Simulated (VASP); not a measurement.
YbB2: single point with PBE

YbB2:

```xyz
3
Lattice="3.2964 0.0000 0.0000 -1.6482 2.8548 0.0000 0.0000 0.0000 3.9500" Properties=species:S:1:pos:R:3 pbc="T T T"
Yb    0.0000    0.0000    0.0000
B     0.0000    1.9032    1.9750
B     1.6482    0.9516    1.9750
```

```json
{
  "Program": "VASP 6.6.1",
  "Task": "single point",
  "Functional": "PBE",
  "Potentials or basis": "VASP PAW PBE potentials, release 64 (Yb, B)",
  "Cutoff": "520 eV",
  "k mesh": "12 × 12 × 10",
  "Occupations": "gaussian, width 0.05 eV",
  "Spin": "no spin polarisation",
  "Dipole correction": "no",
  "Further INCAR settings": "ALGO = Normal; EDIFF = 1e-06; NBANDS = 22"
}
```

```json
{
  "Pressure": "-8.4 GPa",
  "Band gap on the k mesh": "zero (bands 15 and 16 overlap by 1.16 eV)"
}
```

Levels at points of the mesh, in eV from the Fermi level:
| k point | band 13 | band 14 | band 15 | band 16 | band 17 | band 18 |
| --- | --- | --- | --- | --- | --- | --- |
| (0.00, 0.00, 0.00) | -0.29 | -0.25 | -0.25 | 0.02 | 5.94 | 6.15 |
| (0.50, 0.00, 0.00) | -0.28 | -0.22 | 0.05 | 0.24 | 3.35 | 5.69 |
| (0.00, 0.00, 0.50) | -0.25 | 0.93 | 0.93 | 3.64 | 3.64 | 3.74 |
| (0.50, 0.00, 0.50) | -0.32 | -0.26 | -0.23 | -0.13 | 5.14 | 5.94 |

Run time: 3.1 min on 1 thread of AMD EPYC 9R45 96-Core Processor (Zen 5) (shared host), peak memory 0.22 GiB.

Caveat: the cell stands under tension; spin-orbit coupling is left out, which moves the levels of the heavy elements. Spin polarisation is off, so any magnetic state and its effect on volume and gap are missing.
